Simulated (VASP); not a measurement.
# MnO2 (P-3m1) in VASP: single point with LDA

Aim: the single point of MnO2 with LDA.

All numbers are computed with VASP 6.6.1; they aren't measurements. Logs are shortened: lines on timing, memory, paths and dates and some standing lists are left out, and cuts for length are marked.

### 1 The cell of the first run

Symmetry: P-3m1, No. 164, trigonal system. Conventional cell: a = 2.857 Å, b = 2.857 Å, c = 4.601 Å, α = 90.00°, β = 90.00°, γ = 120.00°. Mn (site symmetry -3m) has 6 O at 1.90 Å within 2.5 Å. Within 2.5 Å of O (site symmetry 3m) lie 3 Mn at 1.90 Å.

### 2 Single point, LDA, collinear spin, ferromagnetic start

The input, INCAR:

```
SYSTEM = MnO2
PREC = Accurate ; ENCUT = 520
EDIFF = 1E-6 ; ISMEAR = -1
SIGMA = 0.03 ; LREAL = .False.
LASPH = .True. ; NELM = 150
ALGO = Normal ; ISIF = 2
LWAVE = .False. ; LCHARG = .True.
ISPIN = 2 ; MAGMOM = 4 0 0
LORBIT = 11 ; LMAXMIX = 4
LELF = .True. ; LVHAR = .True.
NBANDS = 24
```

The input, KPOINTS:

```
regular mesh
0
Gamma
  12 12 6
  0 0 0
```

The input, POSCAR:

```
MnO2
1.0
    2.8565781804      0.0000000000      0.0000000000
   -1.4282890902      2.4738692722      0.0000000000
    0.0000000000      0.0000000000      4.6013740589
Mn O
1 2
Direct
    0.0000000000      0.0000000000      0.5000000000
    0.6666666667      0.3333333333      0.2937074300
    0.3333333333      0.6666666667      0.7062925700
```

Potentials or basis: VASP PAW LDA potentials, release 64 (Mn_pv, O).

Launch:

```bash
$ cat potpaw_LDA.64/Mn_pv/POTCAR potpaw_LDA.64/O/POTCAR > POTCAR
$ mpirun -np 1 vasp_std > vasp.out
```

OUTCAR:

```text
SYSTEM = MnO2
   PREC = Accurate
   ENCUT = 520
   EDIFF = 1E-6
   ISMEAR = -1
   LREAL = .False.
   LASPH = .True.
   NELM = 150
   ISIF = 2
   ISPIN = 2
   LORBIT = 11

 ion  position               nearest neighbor table
   1  0.000  0.000  0.500-   2 1.90   3 1.90   2 1.90   3 1.90   2 1.90   3 1.90
   2  0.667  0.333  0.294-   1 1.90   1 1.90   1 1.90
   3  0.333  0.667  0.706-   1 1.90   1 1.90   1 1.90

  LATTYP: Found a hexagonal cell.
 ALAT       =     2.8565781804
 C/A-ratio  =     1.6107992739

  Lattice vectors:

 A1 = (   2.8565781804,   0.0000000000,   0.0000000000)
 A2 = (  -1.4282890902,   2.4738692722,   0.0000000000)
 A3 = (   0.0000000000,   0.0000000000,   4.6013740589)

Analysis of symmetry for initial positions (statically):
=====================================================================
 Subroutine PRICEL returns:
 Original cell was already a primitive cell.

 Routine SETGRP: Setting up the symmetry group for a
 hexagonal supercell.

 Subroutine GETGRP returns: Found 12 space group operations
 (whereof 12 operations were pure point group operations)
 out of a pool of 24 trial point group operations.

The static configuration has the point symmetry D_3d.

Analysis of symmetry for dynamics (positions and initial velocities):
=====================================================================
 Subroutine PRICEL returns:
 Original cell was already a primitive cell.

 Routine SETGRP: Setting up the symmetry group for a
 hexagonal supercell.

 Subroutine GETGRP returns: Found 12 space group operations
 (whereof 12 operations were pure point group operations)
 out of a pool of 24 trial point group operations.

The dynamic configuration has the point symmetry D_3d.

Analysis of structural, dynamic, and magnetic symmetry:
=====================================================================
 Subroutine PRICEL returns:
 Original cell was already a primitive cell.

 Routine SETGRP: Setting up the symmetry group for a
 hexagonal supercell.

 Subroutine GETGRP returns: Found 12 space group operations
 (whereof 12 operations were pure point group operations)
 out of a pool of 24 trial point group operations.

The overall configuration has the point symmetry D_3d.

 Subroutine INISYM returns: Found 12 space group operations
 (whereof 12 operations are pure point group operations),
 and found     1 'primitive' translations

----------------------------------------------------------------------------------------

                                     Primitive cell

  volume of cell :      32.5170

  direct lattice vectors                    reciprocal lattice vectors
     2.856578180  0.000000000  0.000000000     0.350069187  0.202112539  0.000000000
    -1.428289090  2.473869272  0.000000000     0.000000000  0.404225078  0.000000000
     0.000000000  0.000000000  4.601374059     0.000000000  0.000000000  0.217326387

  length of vectors
     2.856578180  2.856578180  4.601374059     0.404225078  0.404225078  0.217326387

  position of ions in fractional coordinates (direct lattice)
     0.000000000  0.000000000  0.500000000
     0.666666667  0.333333333  0.293707430
     0.333333333  0.666666667  0.706292570

  ion indices of the primitive-cell ions
   primitive index   ion index
                 1           1
                 2           2
                 3           3

----------------------------------------------------------------------------------------

 KPOINTS: regular mesh

Automatic generation of k-mesh.
 Grid dimensions read from file:
 generate k-points for:   12   12    6

 Generating k-lattice:

  Cartesian coordinates                     Fractional coordinates (reciprocal lattice)
     0.029172432  0.016842712  0.000000000     0.083333333  0.000000000  0.000000000
     0.000000000  0.033685423  0.000000000     0.000000000  0.083333333  0.000000000
     0.000000000  0.000000000  0.036221065     0.000000000  0.000000000  0.166666667

  Length of vectors
     0.033685423  0.033685423  0.036221065

  Shift w.r.t. Gamma in fractional coordinates (k-lattice)
     0.000000000  0.000000000  0.000000000

 Subroutine IBZKPT returns following result:
 ===========================================

 Found    100 irreducible k-points:

 Following reciprocal coordinates:
            Coordinates               Weight
  0.000000  0.000000  0.000000      1.000000
  0.083333 -0.000000  0.000000      6.000000
  0.166667  0.000000  0.000000      6.000000
  0.250000  0.000000  0.000000      6.000000
  0.333333 -0.000000  0.000000      6.000000
  0.416667  0.000000  0.000000      6.000000
[... 16 lines left out ...]
  0.166667  0.000000  0.166667      6.000000
  0.000000  0.166667  0.166667      6.000000
 [... further k-points ...]
   k-points           NKPTS =    100   k-points in BZ     NKDIM =    100   number of bands    NBANDS=     24
   number of dos      NEDOS =    301   number of ions     NIONS =      3
   total plane-waves  NPLWV =  20736
   dimension x,y,z NGX =    24 NGY =   24 NGZ =   36
   dimension x,y,z NGXF=    48 NGYF=   48 NGZF=   72
   ions per type =               1   2
   NGX,Y,Z   is equivalent  to a cutoff of  13.97, 13.97, 13.01 a.u.
   NGXF,Y,Z  is equivalent  to a cutoff of  27.93, 27.93, 26.01 a.u.
 SYSTEM =  MnO2
   PREC   = accura    normal or accurate (medium, high low for compatibility)
   ISTART =      0    job   : 0-new  1-cont  2-samecut
   ICHARG =      2    charge: 1-file 2-atom 10-const
   ISPIN  =      2    spin polarized calculation?
   LNONCOLLINEAR =      F non collinear calculations
   LSORBIT =      F    spin-orbit coupling
   LASPH  =      T    aspherical Exc in radial PAW
   ENCUT  =  520.0 eV  38.22 Ry    6.18 a.u.   5.31  5.31  8.56*2*pi/ulx,y,z
   NELM   =    150;   NELMIN=  2; NELMDL= -5     # of ELM steps
   EDIFF  = 0.1E-05   stopping-criterion for ELM
   LREAL  =      F    real-space projection
   EDIFFG = 0.1E-04   stopping-criterion for IOM
   NSW    =      0    number of steps for IOM
   IBRION =     -1    ionic relax: 0-MD 1-quasi-New 2-CG
   NFREE  =      0    steps in history (QN), initial steepest desc. (CG)
   ISIF   =      2    stress and relaxation
   ISYM   =      2    0-nonsym 1-usesym 2-fastsym
   POTIM  = 0.5000    time-step for ionic-motion
   TEBEG  =    0.0;   TEEND  =   0.0 temperature during run
   PSTRESS=    0.0 pullay stress
   NELECT =      25.0000    total number of electrons
   NUPDOWN=      -1.0000    fix difference up-down
   EMIN   =  10.00;   EMAX   =-10.00  energy-range for DOS
   EFERMI =   0.00;   METHOD = LEGACY
   ISMEAR =    -1;   SIGMA  =   0.03  broadening in eV -4-tet -1-fermi 0-gaus
   EFERMI_NEDOS =   21; number of points for ismear=-14 and -15
   IALGO  =     38    algorithm
   IMIX   =      4    mixing-type and parameters
     AMIX     =   0.40;   BMIX     =  1.00
     AMIX_MAG =   1.60;   BMIX_MAG =  1.00
  volume/ion in A,a.u.               =      10.84        73.15
  Fermi-wavevector in a.u.,A,eV,Ry     =   1.499747  2.834111 30.602787  2.249241
  Thomas-Fermi vector in A             =   2.611337
   LORBIT       =     11    0 simple, 1 ext, 2 COOP (PROOUT), +10 PAW based schemes
   GGA     = CA    functional components
   LHFCALC =     F    Hartree Fock is set to
   AEXX    =    0.0000 exact exchange contribution
   IVDW    =     0    specifies the selected vdW correction
   LEPSILON=     F    determine dielectric tensor
   LRPA    =     F    only Hartree local field effects (RPA)
 spin polarized calculation
  energy-cutoff  :      520.00
  volume of cell :       32.52
 maximum number of plane-waves:       890
 NGX is ok and might be reduce to    24
   NGX = 11   NGY = 11   NGZ = 17

 number of electron      24.9999997 magnetization       2.9997270

 Free energy of the ion-electron system (eV)
  ---------------------------------------------------
  ext. energy  EPLUGINS =         0.00000000
  ---------------------------------------------------
  free energy    TOTEN  =       -26.11843773 eV

  energy without entropy =      -26.11840373  energy(sigma->0) =      -26.11842073

 E-fermi :   3.3207     XC(G=0): -11.4410

 val. band max:        3.1554092029   @ k =   0.0833  -0.0000   0.5000
 cond. band min:       3.4705589182   @ k =   0.0000   0.0000   0.5000
 fundamental gap:      0.3151497152
 Fermi energy:         3.3206508248

 spin component 1

 k-point     1 :       0.0000    0.0000    0.0000
  band No.  band energies     occupation
      1     -46.7867      1.00000
      2     -46.7867      1.00000
      3     -46.7485      1.00000
      4     -16.4565      1.00000
      5     -14.0407      1.00000
      6      -3.3344      1.00000
[... 16 lines left out ...]
     23      26.5519      0.00000
     24      26.7557      0.00000
[... 598 lines left out ...]
      2     -46.7963      1.00000
      3     -46.7415      1.00000
      4     -16.0739      1.00000
      5     -14.1888      1.00000
      6      -3.2060      1.00000
[... 16 lines left out ...]
     23      24.0266      0.00000
     24      25.9058      0.00000

 [... further k-points ...]

 spin component 2

 k-point     1 :       0.0000    0.0000    0.0000
  band No.  band energies     occupation
      1     -44.0057      1.00000
      2     -44.0057      1.00000
      3     -43.8490      1.00000
      4     -16.2468      1.00000
      5     -13.8690      1.00000
      6      -2.5986      1.00000
[... 16 lines left out ...]
     23      27.3021      0.00000
     24      27.4982      0.00000
[... 598 lines left out ...]
      2     -44.0168      1.00000
      3     -43.8403      1.00000
      4     -15.8646      1.00000
      5     -14.0076      1.00000
      6      -2.4232      1.00000
[... 16 lines left out ...]
     23      24.4151      0.00000
     24      26.4849      0.00000

 [... further k-points ...]
[... 5 lines left out ...]
  --------------------------------------------------------------------------------------
  -------------------------------------------------------------------------------------
  Total       -1.8193030     -1.8193030     -1.1618692     -0.0000000      0.0000000      0.0000000
  in kB      -89.6406942    -89.6406943    -57.2476167     -0.0000000      0.0000000      0.0000000
  external PRESSURE =     -78.8430017 kB  Pullay stress =       0.0000000 kB

 VOLUME and BASIS-vectors are now :
 -----------------------------------------------------------------------------
  energy-cutoff  :      520.00
  volume of cell :       32.52
      direct lattice vectors                 reciprocal lattice vectors
     2.856578180  0.000000000  0.000000000     0.350069187  0.202112539  0.000000000
    -1.428289090  2.473869272  0.000000000     0.000000000  0.404225078  0.000000000
     0.000000000  0.000000000  4.601374059     0.000000000  0.000000000  0.217326387

 POSITION                                       TOTAL-FORCE (eV/Angst)
 -----------------------------------------------------------------------------------
      0.00000      0.00000      2.30069         0.000000      0.000000      0.000000
      1.42829      0.82462      1.35146        -0.000000     -0.000000      0.455286
     -0.00000      1.64925      3.24992         0.000000      0.000000     -0.455286
 -----------------------------------------------------------------------------------
    total drift:                               -0.000000      0.000000      0.000000

  FREE ENERGIE OF THE ION-ELECTRON SYSTEM (eV)
  ---------------------------------------------------
  free  energy   TOTEN  =       -26.1184377324 eV

  energy  without entropy=      -26.1184037258  energy(sigma->0) =      -26.11842073

 total charge

# of ion       s       p       d       tot
------------------------------------------
    1        0.358   6.470   4.956  11.783
    2        1.570   3.390   0.000   4.960
    3        1.570   3.390   0.000   4.960
--------------------------------------------------
tot          3.498  13.249   4.956  21.703

 magnetization (x)

# of ion       s       p       d       tot
------------------------------------------
    1        0.029   0.036   2.719   2.784
    2        0.004   0.057   0.000   0.061
    3        0.004   0.057   0.000   0.061
--------------------------------------------------
tot          0.037   0.150   2.719   2.906
```

Wall time 86 s (1 thread of Intel Xeon Platinum 8488C (Sapphire Rapids), shared host); peak memory 0.22 GiB.

Results:

| Quantity | Value |
| --- | --- |
| Free energy | -26.1184 eV |
| Pressure | -7.9 GPa |
| Largest force | 0.455 eV/Å |
| Band gap on the k mesh | 0.32 eV, indirect (least direct gap 0.35 eV) |
| Net moment | 3.00 μB per cell |
| Site moments | Mn +2.78; O +0.06 μB |
| Valence electrons inside the program's atomic spheres | Mn 11.78; O 4.96 |

Forces in eV/Å, atoms in the order of the input:
```
Mn   0.000  0.000  0.000
O    0.000  0.000  0.455
O    0.000  0.000 -0.455
```

Caveat: a cell with one magnetic atom can't hold antiferromagnetic order, which such compounds often take.
